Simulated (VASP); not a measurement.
Input of a VASP 6.6.1 run:

The input POSCAR:

```
Zr
1.0
    3.2463687180      0.0000000000      0.0000000000
   -1.6231843590      2.8114377799      0.0000000000
    0.0000000000      0.0000000000     25.2999751899
Zr
5
Direct
    0.3333333333      0.6666666667      0.3005668374
    0.6666666667      0.3333333333      0.3957236110
    0.3333333333      0.6666666667      0.5000000255
    0.6666666667      0.3333333333      0.6042763780
    0.3333333333      0.6666666667      0.6994331481
```

Contents of INCAR.step1:

```
  PREC = Accurate
  ENCUT = 520
  ISMEAR = 0
  SIGMA = 0.1
  LREAL = F
  LASPH = T
  NELM = 60
  LDIPOL = T
  IDIPOL = 3
  DIPOL = 0.5 0.5 0.500
  NBANDS = 38
  GGA = PE
  ALGO = Normal
  EDIFF = 1E-4
  LWAVE = T
  LCHARG = F
```

The input INCAR.step2:

```
  PREC = Accurate
  ENCUT = 520
  EDIFF = 1E-7
  ISMEAR = 0
  SIGMA = 0.1
  LREAL = F
  LASPH = T
  NELM = 60
  ALGO = Normal
  ISIF = 2
  LWAVE = F
  LCHARG = F
  LDIPOL = T
  IDIPOL = 3
  DIPOL = 0.5 0.5 0.500
  METAGGA = R2SCAN
  LMIXTAU = T
  NBANDS = 38
  ISTART = 1
```

The input KPOINTS:

```
regular mesh
0
Gamma
  12 12 1
```

Potentials or basis: VASP PAW PBE potentials, release 64 (Zr_sv).

Run with:

```bash
$ cat potpaw_PBE.64/Zr_sv/POTCAR > POTCAR
$ cp INCAR.step1 INCAR
$ mpirun -np 1 vasp_std > vasp.out
$ cp INCAR.step2 INCAR
$ mpirun -np 1 vasp_std > vasp.out
```

(1) Predict the band gap on the k mesh.

(2) Estimate the largest force.

## Answers

(1) zero (bands 30 and 31 overlap by 1.29 eV).

(2) 0.003 eV/Å.

Caveat: the PAW data sets were made with another functional, which shifts forces and pressure a little.
